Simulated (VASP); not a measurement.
# Pt (Fm-3m) in VASP: a series of runs

The runs below take Pt through single point, with LDA.

Program: VASP 6.6.1. These are calculated values, not measurements. Logs are shortened: lines on timing, memory, paths and dates and some standing lists are left out, and cuts for length are marked.

**1. The cell of the first run**

The structure is cubic, space group Fm-3m (No. 225). Conventional cell: a = 3.786 Å, b = 3.786 Å, c = 3.786 Å, α = 90.00°, β = 90.00°, γ = 90.00°. Pt (site symmetry m-3m) has 12 Pt at 2.68 Å within 3.5 Å.

**2. Single point, LDA**

INCAR reads:

```
PREC     = Accurate       # precision mode
ENCUT    = 520            # plane-wave cutoff, eV
EDIFF    = 1E-7           # SCF threshold, eV
ISMEAR   = 1              # smearing method
SIGMA    = 0.1            # smearing width, eV
LREAL    = F              # projectors in reciprocal space
LASPH    = T              # aspherical terms in the spheres
NELM     = 60             # most SCF steps
ALGO     = Normal         # electronic algorithm
ISIF     = 2              # what is computed and relaxed
LWAVE    = F              # write WAVECAR
LCHARG   = T              # write CHGCAR
GGA      = CA             # functional
LELF     = T              # ELF
LVHAR    = T            
NBANDS   = 11             # bands
```

KPOINTS reads:

```
Automatic mesh
0
Gamma
  13 13 13
```

POSCAR reads:

```
Pt
1.0
    0.0000000000      1.8932281343      1.8932281343
    1.8932281343      0.0000000000      1.8932281343
    1.8932281343      1.8932281343      0.0000000000
Pt
1
Direct
    0.0000000000      0.0000000000      0.0000000000
```

Potentials or basis: VASP PAW LDA potentials, release 64 (Pt).

On the command line:

```sh
$ cat potpaw_LDA.64/Pt/POTCAR > POTCAR
$ mpirun -np 1 vasp_std > vasp.out
```

OUTCAR:

```text
PREC = Accurate
   ENCUT = 520
   EDIFF = 1E-7
   ISMEAR = 1
   LREAL = F
   LASPH = T
   NELM = 60
   ISIF = 2
   GGA = CA

 ion  position               nearest neighbor table
   1  0.000  0.000  0.000-

  LATTYP: Found a face centered cubic cell.
 ALAT       =     3.7864562686

  Lattice vectors:

 A1 = (   0.0000000000,   1.8932281343,   1.8932281343)
 A2 = (   1.8932281343,   0.0000000000,   1.8932281343)
 A3 = (   1.8932281343,   1.8932281343,   0.0000000000)

Analysis of symmetry for initial positions (statically):
=====================================================================
 Subroutine PRICEL returns:
 Original cell was already a primitive cell.

 Routine SETGRP: Setting up the symmetry group for a
 face centered cubic supercell.

 Subroutine GETGRP returns: Found 48 space group operations
 (whereof 48 operations were pure point group operations)
 out of a pool of 48 trial point group operations.

The static configuration has the point symmetry O_h .

Analysis of symmetry for dynamics (positions and initial velocities):
=====================================================================
 Subroutine PRICEL returns:
 Original cell was already a primitive cell.

 Routine SETGRP: Setting up the symmetry group for a
 face centered cubic supercell.

 Subroutine GETGRP returns: Found 48 space group operations
 (whereof 48 operations were pure point group operations)
 out of a pool of 48 trial point group operations.

The dynamic configuration has the point symmetry O_h .

 Subroutine INISYM returns: Found 48 space group operations
 (whereof 48 operations are pure point group operations),
 and found     1 'primitive' translations

----------------------------------------------------------------------------------------

                                     Primitive cell

  volume of cell :      13.5718

  direct lattice vectors                    reciprocal lattice vectors
     0.000000000  1.893228134  1.893228134    -0.264099181  0.264099181  0.264099181
     1.893228134  0.000000000  1.893228134     0.264099181 -0.264099181  0.264099181
     1.893228134  1.893228134  0.000000000     0.264099181  0.264099181 -0.264099181

  length of vectors
     2.677428904  2.677428904  2.677428904     0.457433200  0.457433200  0.457433200

  position of ions in fractional coordinates (direct lattice)
     0.000000000  0.000000000  0.000000000

  ion indices of the primitive-cell ions
   primitive index   ion index
                 1           1

----------------------------------------------------------------------------------------

 KPOINTS: Automatic mesh

Automatic generation of k-mesh.
 Grid dimensions read from file:
 generate k-points for:   13   13   13

 Generating k-lattice:

  Cartesian coordinates                     Fractional coordinates (reciprocal lattice)
    -0.020315322  0.020315322  0.020315322     0.076923077  0.000000000  0.000000000
     0.020315322 -0.020315322  0.020315322     0.000000000  0.076923077  0.000000000
     0.020315322  0.020315322 -0.020315322     0.000000000  0.000000000  0.076923077

  Length of vectors
     0.035187169  0.035187169  0.035187169

  Shift w.r.t. Gamma in fractional coordinates (k-lattice)
     0.000000000  0.000000000  0.000000000

 Subroutine IBZKPT returns following result:
 ===========================================

 Found     84 irreducible k-points:

 Following reciprocal coordinates:
            Coordinates               Weight
  0.000000  0.000000  0.000000      1.000000
  0.076923  0.000000  0.000000      8.000000
  0.153846  0.000000  0.000000      8.000000
  0.230769  0.000000  0.000000      8.000000
  0.307692  0.000000  0.000000      8.000000
  0.384615  0.000000  0.000000      8.000000
[... 16 lines left out ...]
  0.384615  0.153846  0.000000     24.000000
  0.461538  0.153846  0.000000     24.000000
 [... further k-points ...]
   k-points           NKPTS =     84   k-points in BZ     NKDIM =     84   number of bands    NBANDS=     11
   number of dos      NEDOS =    301   number of ions     NIONS =      1
   total plane-waves  NPLWV =   8000
   dimension x,y,z NGX =    20 NGY =   20 NGZ =   20
   dimension x,y,z NGXF=    40 NGYF=   40 NGZF=   40
   ions per type =               1
   NGX,Y,Z   is equivalent  to a cutoff of  12.42, 12.42, 12.42 a.u.
   NGXF,Y,Z  is equivalent  to a cutoff of  24.84, 24.84, 24.84 a.u.
 SYSTEM =  unknown system
   PREC   = accura    normal or accurate (medium, high low for compatibility)
   ISTART =      0    job   : 0-new  1-cont  2-samecut
   ICHARG =      2    charge: 1-file 2-atom 10-const
   ISPIN  =      1    spin polarized calculation?
   LNONCOLLINEAR =      F non collinear calculations
   LSORBIT =      F    spin-orbit coupling
   LASPH  =      T    aspherical Exc in radial PAW
   ENCUT  =  520.0 eV  38.22 Ry    6.18 a.u.   4.98  4.98  4.98*2*pi/ulx,y,z
   NELM   =     60;   NELMIN=  2; NELMDL= -5     # of ELM steps
   EDIFF  = 0.1E-06   stopping-criterion for ELM
   LREAL  =      F    real-space projection
   EDIFFG = 0.1E-05   stopping-criterion for IOM
   NSW    =      0    number of steps for IOM
   IBRION =     -1    ionic relax: 0-MD 1-quasi-New 2-CG
   NFREE  =      0    steps in history (QN), initial steepest desc. (CG)
   ISIF   =      2    stress and relaxation
   ISYM   =      2    0-nonsym 1-usesym 2-fastsym
   POTIM  = 0.5000    time-step for ionic-motion
   TEBEG  =    0.0;   TEEND  =   0.0 temperature during run
   PSTRESS=    0.0 pullay stress
   NELECT =      10.0000    total number of electrons
   NUPDOWN=      -1.0000    fix difference up-down
   EMIN   =  10.00;   EMAX   =-10.00  energy-range for DOS
   EFERMI =   0.00;   METHOD = LEGACY
   ISMEAR =     1;   SIGMA  =   0.10  broadening in eV -4-tet -1-fermi 0-gaus
   EFERMI_NEDOS =   21; number of points for ismear=-14 and -15
   IALGO  =     38    algorithm
   IMIX   =      4    mixing-type and parameters
     AMIX     =   0.40;   BMIX     =  1.00
     AMIX_MAG =   1.60;   BMIX_MAG =  1.00
  volume/ion in A,a.u.               =      13.57        91.59
  Fermi-wavevector in a.u.,A,eV,Ry     =   1.478638  2.794221 29.747377  2.186371
  Thomas-Fermi vector in A             =   2.592894
   LORBIT       =      0    0 simple, 1 ext, 2 COOP (PROOUT), +10 PAW based schemes
   GGA     = CA    functional components
   LHFCALC =     F    Hartree Fock is set to
   AEXX    =    0.0000 exact exchange contribution
   IVDW    =     0    specifies the selected vdW correction
   LEPSILON=     F    determine dielectric tensor
   LRPA    =     F    only Hartree local field effects (RPA)
 non-spin polarized calculation
 Methfessel and Paxton  Order N= 1 SIGMA  =   0.10
  energy-cutoff  :      520.00
  volume of cell :       13.57
 maximum number of plane-waves:       375
   NGX =  9   NGY =  9   NGZ =  9

 number of electron      10.0000001 magnetization

 Free energy of the ion-electron system (eV)
  ---------------------------------------------------
  ext. energy  EPLUGINS =         0.00000000
  ---------------------------------------------------
  free energy    TOTEN  =        -7.38019536 eV

  energy without entropy =       -7.37878116  energy(sigma->0) =       -7.37972396

 E-fermi :  13.3284     XC(G=0): -14.3068

 val. band max:       13.3261942609   @ k =  -0.4615   0.3077   0.0769
 cond. band min:      13.3342226608   @ k =   0.4615   0.4615   0.0000
 fundamental gap:      0.0080283999
 Fermi energy:        13.3283926782

 k-point     1 :       0.0000    0.0000    0.0000
  band No.  band energies     occupation
      1       1.8363      2.00000
      2       8.7886      2.00000
      3       8.7886      2.00000
      4       8.7886      2.00000
      5      11.3905      2.00000
      6      11.3905      2.00000
      7      27.5582      0.00000
      8      33.0946      0.00000
      9      33.0946      0.00000
     10      33.0946      0.00000
     11      38.9510      0.00000

 k-point     2 :       0.0769    0.0000    0.0000
  band No.  band energies     occupation
      1       2.1003      2.00000
      2       8.6618      2.00000
      3       8.8973      2.00000
      4       8.8973      2.00000
      5      11.3251      2.00000
      6      11.3251      2.00000
      7      27.9989      0.00000
      8      31.9312      0.00000
      9      33.5301      0.00000
     10      33.5301      0.00000
     11      40.3302      0.00000

 k-point     3 :       0.1538    0.0000    0.0000
  band No.  band energies     occupation
      1       2.8361      2.00000
      2       8.3931      2.00000
      3       9.1371      2.00000
      4       9.1371      2.00000
      5      11.2414      2.00000
      6      11.2414      2.00000
      7      29.0703      0.00000
      8      29.8742      0.00000
      9      34.7707      0.00000
     10      34.7707      0.00000
     11      40.2143      0.00000

 k-point     4 :       0.2308    0.0000    0.0000
  band No.  band energies     occupation
      1       3.8178      2.00000
      2       8.3143      2.00000
      3       9.2462      2.00000
      4       9.2462      2.00000
      5      11.4473      2.00000
      6      11.4473      2.00000
      7      27.6279      0.00000
      8      29.9815      0.00000
      9      36.5911      0.00000
     10      36.5911      0.00000
     11      37.8966      0.00000
[... 239 lines left out ...]
 k-point    22 :       0.3077    0.1538    0.0000
  band No.  band energies     occupation
      1       4.8927      2.00000
      2       7.4511      2.00000
      3       9.0478      2.00000
      4       9.9698      2.00000
      5      11.5481      2.00000
      6      12.4835      2.00000
      7      27.6602      0.00000
      8      30.9905      0.00000
      9      32.8613      0.00000
     10      34.1805      0.00000
     11      39.2027      0.00000

 k-point    23 :       0.3846    0.1538    0.0000
  band No.  band energies     occupation
      1       5.4261      2.00000
      2       7.9738      2.00000
      3       8.6383      2.00000
      4       9.8053      2.00000
      5      13.0534      2.00071
      6      13.0913      2.00405
      7      24.6658      0.00000
      8      29.7626      0.00000
      9      32.1183      0.00000
     10      34.2351      0.00000
     11      40.3180      0.00000

 k-point    24 :       0.4615    0.1538    0.0000
  band No.  band energies     occupation
      1       5.5237      2.00000
      2       8.1464      2.00000
      3       9.2407      2.00000
      4       9.5816      2.00000
      5      13.4572     -0.06978
      6      14.8937     -0.00000
      7      21.6245      0.00000
      8      28.8709      0.00000
      9      31.6554      0.00000
     10      32.9065      0.00000
     11      41.3691      0.00000

 [... further k-points ...]
[... 5 lines left out ...]
  --------------------------------------------------------------------------------------
  -------------------------------------------------------------------------------------
  Total        2.8131991      2.8131991      2.8131991      0.0000000      0.0000000     -0.0000000
  in kB      332.1025491    332.1025491    332.1025491      0.0000000      0.0000000     -0.0000000
  external PRESSURE =     332.1025491 kB  Pullay stress =       0.0000000 kB

 VOLUME and BASIS-vectors are now :
 -----------------------------------------------------------------------------
  energy-cutoff  :      520.00
  volume of cell :       13.57
      direct lattice vectors                 reciprocal lattice vectors
     0.000000000  1.893228134  1.893228134    -0.264099181  0.264099181  0.264099181
     1.893228134  0.000000000  1.893228134     0.264099181 -0.264099181  0.264099181
     1.893228134  1.893228134  0.000000000     0.264099181  0.264099181 -0.264099181

 POSITION                                       TOTAL-FORCE (eV/Angst)
 -----------------------------------------------------------------------------------
      0.00000      0.00000      0.00000         0.000000      0.000000      0.000000
 -----------------------------------------------------------------------------------
    total drift:                                0.000000      0.000000      0.000000

  FREE ENERGIE OF THE ION-ELECTRON SYSTEM (eV)
  ---------------------------------------------------
  free  energy   TOTEN  =        -7.3801953649 eV

  energy  without entropy=       -7.3787811556  energy(sigma->0) =       -7.37972396
```

Run time: 11 s. Hardware: 1 thread of Intel Xeon 6975P-C, shared host; peak memory 0.13 GiB.

Results:

```yaml
Free_energy: -7.3802 eV
Pressure: 33.2 GPa
Band_gap_on_the_k_mesh: zero (band 5 reaches 13.85 eV, above the bottom of band 6 at 11.24 eV)
```

Caveat: spin-orbit coupling is left out, which moves the levels of the heavy elements.

(Continued in part 2 of 2.)
